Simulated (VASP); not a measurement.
# SiO2 (P4_2/mnm) in VASP: further runs, part 2 of 3

VASP 6.6.1. Earlier steps stand in the parts before.

### 3 Single point, PBE

This run uses another cell than the first one, of 8.29 Å³/atom.

INCAR reads:

```
ALGO = Normal ; EDIFF = 1E-7
ENCUT = 520 ; GGA = PE
ISIF = 2 ; ISMEAR = 0
LASPH = True ; LCHARG = True
LELF = True ; LREAL = False
LVHAR = True ; LWAVE = False
NBANDS = 25 ; NELM = 80
PREC = Accurate ; SIGMA = 0.05
```

KPOINTS reads:

```
k-points
0
Gamma
  6 6 8
```

POSCAR reads:

```
SiO2
1.0
    4.2358788249      0.0000000000      0.0000000000
    0.0000000000      4.2358788249      0.0000000000
    0.0000000000      0.0000000000      2.7705000000
Si O
2 4
Direct
    0.5000000000      0.5000000000      0.5000000000
    0.0000000000      0.0000000000      0.0000000000
    0.6930127928      0.6930127928      0.0000000000
    0.1930127928      0.8069872072      0.5000000000
    0.3069872072      0.3069872072      0.0000000000
    0.8069872072      0.1930127928      0.5000000000
```

Potentials or basis: VASP PAW PBE potentials, release 64 (Si, O).

Run with:

```sh
> cat potpaw_PBE.64/Si/POTCAR potpaw_PBE.64/O/POTCAR > POTCAR
> mpirun -np 1 vasp_std > vasp.out
```

OUTCAR:

```text
EDIFF = 1E-7
   ENCUT = 520
   GGA = PE
   ISIF = 2
   ISMEAR = 0
   LASPH = True
   LREAL = False
   NELM = 80
   PREC = Accurate

 ion  position               nearest neighbor table
   1  0.500  0.500  0.500-   3 1.80   5 1.80   3 1.80   5 1.80   4 1.84   6 1.84
   2  0.000  0.000  0.000-   4 1.80   6 1.80   4 1.80   6 1.80   5 1.84   3 1.84
   3  0.693  0.693  0.000-   1 1.80   1 1.80   2 1.84
   4  0.193  0.807  0.500-   2 1.80   2 1.80   1 1.84
   5  0.307  0.307  0.000-   1 1.80   1 1.80   2 1.84
   6  0.807  0.193  0.500-   2 1.80   2 1.80   1 1.84

  LATTYP: Found a simple tetragonal cell.
 ALAT       =     4.2358788249
 C/A-ratio  =     0.6540555371

  Lattice vectors:

 A1 = (   4.2358788249,   0.0000000000,   0.0000000000)
 A2 = (   0.0000000000,   4.2358788249,   0.0000000000)
 A3 = (   0.0000000000,   0.0000000000,   2.7705000000)

Analysis of symmetry for initial positions (statically):
=====================================================================
 Subroutine PRICEL returns:
 Original cell was already a primitive cell.

 Routine SETGRP: Setting up the symmetry group for a
 simple tetragonal supercell.

 Subroutine GETGRP returns: Found 16 space group operations
 (whereof  8 operations were pure point group operations)
 out of a pool of 16 trial point group operations.

The static configuration has the point symmetry D_2h.
 The point group associated with its full space group is D_4h.

Analysis of symmetry for dynamics (positions and initial velocities):
=====================================================================
 Subroutine PRICEL returns:
 Original cell was already a primitive cell.

 Routine SETGRP: Setting up the symmetry group for a
 simple tetragonal supercell.

 Subroutine GETGRP returns: Found 16 space group operations
 (whereof  8 operations were pure point group operations)
 out of a pool of 16 trial point group operations.

The dynamic configuration has the point symmetry D_2h.
 The point group associated with its full space group is D_4h.

 Subroutine INISYM returns: Found 16 space group operations
 (whereof  8 operations are pure point group operations),
 and found     1 'primitive' translations

----------------------------------------------------------------------------------------

                                     Primitive cell

  volume of cell :      49.7102

  direct lattice vectors                    reciprocal lattice vectors
     4.235878825  0.000000000  0.000000000     0.236078519  0.000000000  0.000000000
     0.000000000  4.235878825  0.000000000     0.000000000  0.236078519  0.000000000
     0.000000000  0.000000000  2.770500000     0.000000000  0.000000000  0.360945678

  length of vectors
     4.235878825  4.235878825  2.770500000     0.236078519  0.236078519  0.360945678

  position of ions in fractional coordinates (direct lattice)
     0.500000000  0.500000000  0.500000000
     0.000000000  0.000000000  0.000000000
     0.693012793  0.693012793  0.000000000
     0.193012793  0.806987207  0.500000000
     0.306987207  0.306987207  0.000000000
     0.806987207  0.193012793  0.500000000

  ion indices of the primitive-cell ions
   primitive index   ion index
[... 35 lines left out ...]
  0.000000  0.000000  0.000000      1.000000
  0.166667  0.000000  0.000000      4.000000
  0.333333  0.000000  0.000000      4.000000
  0.500000  0.000000  0.000000      2.000000
  0.166667  0.166667  0.000000      4.000000
  0.333333  0.166667  0.000000      8.000000
[... 16 lines left out ...]
  0.333333  0.000000  0.250000      8.000000
  0.500000  0.000000  0.250000      4.000000
 [... further k-points ...]
   k-points           NKPTS =     50   k-points in BZ     NKDIM =     50   number of bands    NBANDS=     25
   number of dos      NEDOS =    301   number of ions     NIONS =      6
   total plane-waves  NPLWV =  24576
   dimension x,y,z NGX =    32 NGY =   32 NGZ =   24
   dimension x,y,z NGXF=    64 NGYF=   64 NGZF=   48
   ions per type =               2   4
   NGX,Y,Z   is equivalent  to a cutoff of  12.56, 12.56, 14.40 a.u.
   NGXF,Y,Z  is equivalent  to a cutoff of  25.12, 25.12, 28.80 a.u.
 SYSTEM =  unknown system
   PREC   = accura    normal or accurate (medium, high low for compatibility)
   ISTART =      0    job   : 0-new  1-cont  2-samecut
   ICHARG =      2    charge: 1-file 2-atom 10-const
   ISPIN  =      1    spin polarized calculation?
   LNONCOLLINEAR =      F non collinear calculations
   LSORBIT =      F    spin-orbit coupling
   LASPH  =      T    aspherical Exc in radial PAW
   ENCUT  =  520.0 eV  38.22 Ry    6.18 a.u.   7.88  7.88  5.15*2*pi/ulx,y,z
   NELM   =     80;   NELMIN=  2; NELMDL= -5     # of ELM steps
   EDIFF  = 0.1E-06   stopping-criterion for ELM
   LREAL  =      F    real-space projection
   EDIFFG = 0.1E-05   stopping-criterion for IOM
   NSW    =      0    number of steps for IOM
   IBRION =     -1    ionic relax: 0-MD 1-quasi-New 2-CG
   NFREE  =      0    steps in history (QN), initial steepest desc. (CG)
   ISIF   =      2    stress and relaxation
   ISYM   =      2    0-nonsym 1-usesym 2-fastsym
   POTIM  = 0.5000    time-step for ionic-motion
   TEBEG  =    0.0;   TEEND  =   0.0 temperature during run
   PSTRESS=    0.0 pullay stress
   NELECT =      32.0000    total number of electrons
   NUPDOWN=      -1.0000    fix difference up-down
   EMIN   =  10.00;   EMAX   =-10.00  energy-range for DOS
   EFERMI =   0.00;   METHOD = LEGACY
   ISMEAR =     0;   SIGMA  =   0.05  broadening in eV -4-tet -1-fermi 0-gaus
   EFERMI_NEDOS =   21; number of points for ismear=-14 and -15
   IALGO  =     38    algorithm
   IMIX   =      4    mixing-type and parameters
     AMIX     =   0.40;   BMIX     =  1.00
     AMIX_MAG =   1.60;   BMIX_MAG =  1.00
  volume/ion in A,a.u.               =       8.29        55.91
  Fermi-wavevector in a.u.,A,eV,Ry     =   1.413545  2.671213 27.185944  1.998111
  Thomas-Fermi vector in A             =   2.535180
   LORBIT       =      0    0 simple, 1 ext, 2 COOP (PROOUT), +10 PAW based schemes
   GGA     = PE    functional components
   LHFCALC =     F    Hartree Fock is set to
   AEXX    =    0.0000 exact exchange contribution
   IVDW    =     0    specifies the selected vdW correction
   LEPSILON=     F    determine dielectric tensor
   LRPA    =     F    only Hartree local field effects (RPA)
 non-spin polarized calculation
 Gauss-broadening in eV      SIGMA  =   0.05
  energy-cutoff  :      520.00
  volume of cell :       49.71
 maximum number of plane-waves:      1368
 NGX is ok and might be reduce to    32
   NGX = 15   NGY = 15   NGZ = 11

 number of electron      32.0000013 magnetization

 Free energy of the ion-electron system (eV)
  ---------------------------------------------------
  ext. energy  EPLUGINS =         0.00000000
  ---------------------------------------------------
  free energy    TOTEN  =       -46.23854493 eV

  energy without entropy =      -46.23854493  energy(sigma->0) =      -46.23854493

 E-fermi :   7.6907     XC(G=0): -11.9436

 val. band max:        7.3862396497   @ k =   0.0000   0.0000   0.0000
 cond. band min:      11.7919480839   @ k =   0.0000   0.0000   0.0000
 fundamental gap:      4.4057084342
 Fermi energy:         7.6907427026

 k-point     1 :       0.0000    0.0000    0.0000
  band No.  band energies     occupation
      1     -14.5094      2.00000
      2     -11.1380      2.00000
      3     -11.1380      2.00000
      4     -10.9383      2.00000
      5      -3.0560      2.00000
      6       1.4455      2.00000
[... 661 lines left out ...]
     24      19.7187      0.00000
     25      20.7350      0.00000

 [... further k-points ...]

------------------------ aborting loop because EDIFF is reached ----------------------------------------

  FORCE on cell =-STRESS in cart. coord.  units (eV):
  Direction    XX          YY          ZZ          XY          YZ          ZX
  --------------------------------------------------------------------------------------
  -------------------------------------------------------------------------------------
  Total       -1.5215952     -1.5215952     -5.5918808      0.0000000      0.0000000      0.0000000
  in kB      -49.0415843    -49.0415843   -180.2284221      0.0000000      0.0000000      0.0000000
  external PRESSURE =     -92.7705302 kB  Pullay stress =       0.0000000 kB

 VOLUME and BASIS-vectors are now :
 -----------------------------------------------------------------------------
  energy-cutoff  :      520.00
  volume of cell :       49.71
      direct lattice vectors                 reciprocal lattice vectors
     4.235878825  0.000000000  0.000000000     0.236078519  0.000000000  0.000000000
     0.000000000  4.235878825  0.000000000     0.000000000  0.236078519  0.000000000
     0.000000000  0.000000000  2.770500000     0.000000000  0.000000000  0.360945678

 POSITION                                       TOTAL-FORCE (eV/Angst)
 -----------------------------------------------------------------------------------
      2.11794      2.11794      1.38525         0.000000      0.000000     -0.000000
      0.00000      0.00000      0.00000         0.000000      0.000000     -0.000000
      2.93552      2.93552      0.00000         0.036829      0.036829     -0.000000
      0.81758      3.41830      1.38525         0.036829     -0.036829     -0.000000
      1.30036      1.30036      0.00000        -0.036829     -0.036829      0.000000
      3.41830      0.81758      1.38525        -0.036829      0.036829     -0.000000
 -----------------------------------------------------------------------------------
    total drift:                                0.000000      0.000000     -0.000000

  FREE ENERGIE OF THE ION-ELECTRON SYSTEM (eV)
  ---------------------------------------------------
  free  energy   TOTEN  =       -46.2385449288 eV

  energy  without entropy=      -46.2385449288  energy(sigma->0) =      -46.23854493
```

OSZICAR:

```text
N       E                     dE             d eps       ncg     rms          rms(c)
DAV:   1     0.134156423656E+03    0.13416E+03   -0.17504E+04  2508   0.122E+03
DAV:   2    -0.437289309205E+02   -0.17789E+03   -0.16994E+03  3223   0.275E+02
DAV:   3    -0.507425642760E+02   -0.70136E+01   -0.69828E+01  3320   0.521E+01
DAV:   4    -0.507881527825E+02   -0.45589E-01   -0.45574E-01  2934   0.488E+00
DAV:   5    -0.507885476220E+02   -0.39484E-03   -0.39476E-03  3319   0.429E-01    0.164E+01
DAV:   6    -0.461700738985E+02    0.46185E+01   -0.13240E+01  3096   0.243E+01    0.729E+00
DAV:   7    -0.462195584132E+02   -0.49485E-01   -0.68354E-01  3053   0.475E+00    0.279E+00
DAV:   8    -0.462316362518E+02   -0.12078E-01   -0.24986E-02  3170   0.136E+00    0.107E+00
DAV:   9    -0.462383507222E+02   -0.67145E-02   -0.97380E-03  3149   0.833E-01    0.258E-01
DAV:  10    -0.462385835997E+02   -0.23288E-03   -0.77466E-04  3157   0.188E-01    0.549E-02
DAV:  11    -0.462385436629E+02    0.39937E-04   -0.13958E-04  3211   0.836E-02    0.104E-02
DAV:  12    -0.462385448712E+02   -0.12083E-05   -0.74188E-06  3036   0.189E-02    0.370E-03
DAV:  13    -0.462385449288E+02   -0.57614E-07   -0.55935E-07  3284   0.525E-03
   1 F= -.46238545E+02 E0= -.46238545E+02  d E =-.764755E-20
```

Run time: 78 s. Hardware: 1 thread of Intel Xeon 8259CL, shared host; peak memory 0.19 GiB.

Results:

- Free energy: -46.2385 eV
- Pressure: -9.3 GPa
- Largest force: 0.052 eV/Å
- Band gap on the k mesh: 4.41 eV

Forces on the atoms (eV/Å):
```
Si   0.000  0.000  0.000
Si   0.000  0.000  0.000
O    0.037  0.037  0.000
O    0.037 -0.037  0.000
O   -0.037 -0.037  0.000
O   -0.037  0.037  0.000
```

Stress tensor (GPa, compression positive):
```
 -4.90   0.00   0.00
  0.00  -4.90   0.00
  0.00   0.00 -18.02
```

Levels at points of the mesh, in eV from the valence-band top:
```
           k point  band 14  band 15  band 16  band 17  band 18  band 19
(0.00, 0.00, 0.00)    -0.80    -0.80     0.00     4.41     6.05     7.67
(0.50, 0.00, 0.00)    -2.65    -0.98    -0.98     6.69     6.69     8.28
(0.50, 0.50, 0.00)    -2.55    -1.99    -1.99     6.41     6.41     9.19
(0.00, 0.00, 0.50)    -2.82    -2.45    -2.45     8.28     8.28    12.02
(0.50, 0.00, 0.50)    -2.08    -1.59    -1.59     8.15     8.15     9.35
(0.50, 0.50, 0.50)    -1.61    -1.39    -1.39     6.53     6.53    10.57
```

Caveat: the cell stands under tension.

(Continued in part 3 of 3.)
